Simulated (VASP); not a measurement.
# Al2O3 (Corundum) (R-3c) in VASP: notebook, part 2 of 2

VASP 6.6.1. The steps go on from the part before.

### 3 Single point, PBE+D3(BJ)

This run uses another cell than the first one, of 8.62 Å³/atom, 1.004 times its volume.

INCAR

```
PREC = Accurate
ENCUT = 520
EDIFF = 1E-7
ISMEAR = -1
SIGMA = 0.05
LREAL = False
LASPH = True
NELM = 60
ALGO = Normal
ISIF = 2
LWAVE = False
LCHARG = False
GGA = PE
IVDW = 12
NBANDS = 35
```

KPOINTS

```
regular mesh
0
Gamma
  7 7 7
```

POSCAR

```
Al2O3
1.0
    2.3919202043      1.3809757738      4.3501614365
   -2.3919202043      1.3809757738      4.3501614365
    0.0000000000     -2.7619515476      4.3501614365
Al O
4 6
Direct
    0.8521079158      0.8521079158      0.8521079158
    0.6478920842      0.6478920842      0.6478920842
    0.1478920842      0.1478920842      0.1478920842
    0.3521079158      0.3521079158      0.3521079158
    0.0563827056      0.7500000000      0.4436172944
    0.7500000000      0.4436172944      0.0563827056
    0.4436172944      0.0563827056      0.7500000000
    0.9436172944      0.2500000000      0.5563827056
    0.2500000000      0.5563827056      0.9436172944
    0.5563827056      0.9436172944      0.2500000000
```

Potentials or basis: VASP PAW PBE potentials, release 64 (Al, O).

Run with:

```console
cat potpaw_PBE.64/Al/POTCAR potpaw_PBE.64/O/POTCAR > POTCAR
mpirun -np 1 vasp_std > vasp.out
```

OUTCAR:

```text
PREC = Accurate
   ENCUT = 520
   EDIFF = 1E-7
   ISMEAR = -1
   LREAL = False
   LASPH = True
   NELM = 60
   ISIF = 2
   GGA = PE
   IVDW = 12
 IVDW          = 12

 ion  position               nearest neighbor table
   1  0.852  0.852  0.852-   8 1.86  10 1.86   9 1.86   6 1.98   5 1.98   7 1.98   2 2.67   3 2.81
                             3 2.81   3 2.81   2 3.24   2 3.24   2 3.24
   2  0.648  0.648  0.648-   9 1.86  10 1.86   8 1.86   6 1.98   5 1.98   7 1.98   1 2.67   4 2.81
                             4 2.81   4 2.81   1 3.24   1 3.24   1 3.24
[... 1145 lines left out ...]
  external pressure =       -7.88 kB  Pullay stress =        0.00 kB

 VOLUME and BASIS-vectors are now :
 -----------------------------------------------------------------------------
  energy-cutoff  :      520.00
  volume of cell :       86.22
      direct lattice vectors                 reciprocal lattice vectors
     2.391920204  1.380975774  4.350161436     0.209037074  0.120687611  0.076625509
    -2.391920204  1.380975774  4.350161436    -0.209037074  0.120687611  0.076625509
     0.000000000 -2.761951548  4.350161436     0.000000000 -0.241375222  0.076625509

 POSITION                                       TOTAL-FORCE (eV/Angst)
 -----------------------------------------------------------------------------------
      0.00000      0.00000     11.12042        -0.000000     -0.000000      0.002568
      0.00000      0.00000      8.45531        -0.000000     -0.000000     -0.002568
      0.00000      0.00000      1.93006        -0.000000     -0.000000     -0.002568
      0.00000      0.00000      4.59518        -0.000000     -0.000000      0.002568
     -1.65908     -0.11165      5.43770        -0.000446     -0.000773     -0.000000
      0.73284      1.49263      5.43770        -0.000446      0.000773     -0.000000
      0.92623     -1.38098      5.43770         0.000892     -0.000000     -0.000000
      1.65908      0.11165      7.61278         0.000446      0.000773     -0.000000
     -0.73284     -1.49263      7.61278         0.000446     -0.000773     -0.000000
     -0.92623      1.38098      7.61278        -0.000892     -0.000000     -0.000000
 -----------------------------------------------------------------------------------
    total drift:                               -0.000000      0.000000     -0.000000

  FREE ENERGIE OF THE ION-ELECTRON SYSTEM (eV)
  ---------------------------------------------------
  free  energy   TOTEN  =       -77.1287291518 eV

  energy  without entropy=      -77.1287291518  energy(sigma->0) =      -77.12872915
```

OSZICAR:

```text
N       E                     dE             d eps       ncg     rms          rms(c)
DAV:   1     0.225920744634E+03    0.22592E+03   -0.25415E+04  3080   0.131E+03
DAV:   2    -0.704702357876E+02   -0.29639E+03   -0.28604E+03  3916   0.288E+02
DAV:   3    -0.827190088895E+02   -0.12249E+02   -0.12210E+02  3962   0.597E+01
DAV:   4    -0.828121254031E+02   -0.93117E-01   -0.93062E-01  3792   0.600E+00
DAV:   5    -0.828132774126E+02   -0.11520E-02   -0.11518E-02  3916   0.664E-01    0.175E+01
DAV:   6    -0.747258223066E+02    0.80875E+01   -0.28397E+01  3777   0.284E+01    0.593E+00
DAV:   7    -0.747720798924E+02   -0.46258E-01   -0.86998E-01  3696   0.457E+00    0.328E+00
DAV:   8    -0.747907324506E+02   -0.18653E-01   -0.88406E-02  3711   0.227E+00    0.686E-01
DAV:   9    -0.747944132103E+02   -0.36808E-02   -0.22369E-02  4048   0.802E-01    0.315E-01
DAV:  10    -0.747950805670E+02   -0.66736E-03   -0.82734E-04  3394   0.171E-01    0.749E-02
DAV:  11    -0.747950419774E+02    0.38590E-04   -0.36789E-04  3912   0.109E-01    0.225E-02
DAV:  12    -0.747950450290E+02   -0.30516E-05   -0.20463E-05  3576   0.271E-02    0.594E-03
DAV:  13    -0.747950444699E+02    0.55911E-06   -0.34607E-06  3960   0.102E-02    0.125E-03
DAV:  14    -0.747950443537E+02    0.11619E-06   -0.17734E-07  2824   0.257E-03    0.709E-04
DAV:  15    -0.747950444261E+02   -0.72434E-07   -0.15298E-08  2096   0.794E-04
   1 F= -.77128729E+02 E0= -.77128729E+02  d E =-.248039E-10
```

stdout:

```text
POSCAR found type information on POSCAR AlO
 POSCAR found :  2 types and      10 ions
 scaLAPACK will be used
 LDA part: xc-table for (Slater+PW92), standard interpolation
 POSCAR, INCAR and KPOINTS ok, starting setup
 FFT: planning ... GRIDC
 FFT: planning ... GRID_SOFT
 FFT: planning ... GRID
 WAVECAR not read
 entering main loop
```

Wall time 3.2 min (1 thread of Intel Xeon Platinum 8375C at 2.90GHz (Ice Lake), shared host); peak memory 0.29 GiB.

What came out:

* Free energy: -77.1287 eV
* Pressure: -0.8 GPa
* Band gap on the k mesh: 6.04 eV, direct
* Dispersion energy per atom: -0.233 eV

Forces in eV/Å, atoms in the order of the input:
```
Al   0.000  0.000  0.003
Al   0.000  0.000 -0.003
Al   0.000  0.000 -0.003
Al   0.000  0.000  0.003
O    0.000 -0.001  0.000
O    0.000  0.001  0.000
O    0.001  0.000  0.000
O    0.000  0.001  0.000
O    0.000 -0.001  0.000
O   -0.001  0.000  0.000
```

Caveat: three body term missing.

### 4 Comparison with measurements

Step 2. Against the measured gap of Al2O3, 8.7 eV (optical; quoted in “Multi-petahertz electron interference in Cr:Al2O3 solid-state material”, 2018, pmc:5906618), the calculated 6.09 eV is off by -2.61 eV. The value is that of PBE+D4 on a finite k mesh, which can miss the band edges, without temperature or zero-point motion. Semilocal functionals fall short of measured gaps as a rule.

Step 3. Against the measured gap of Al2O3, 8.7 eV (optical; quoted in “Multi-petahertz electron interference in Cr:Al2O3 solid-state material”, 2018, pmc:5906618), the calculated 6.04 eV is off by -2.66 eV. The value is that of PBE+D3(BJ) on a finite k mesh, which can miss the band edges, without temperature or zero-point motion. Semilocal functionals fall short of measured gaps as a rule.
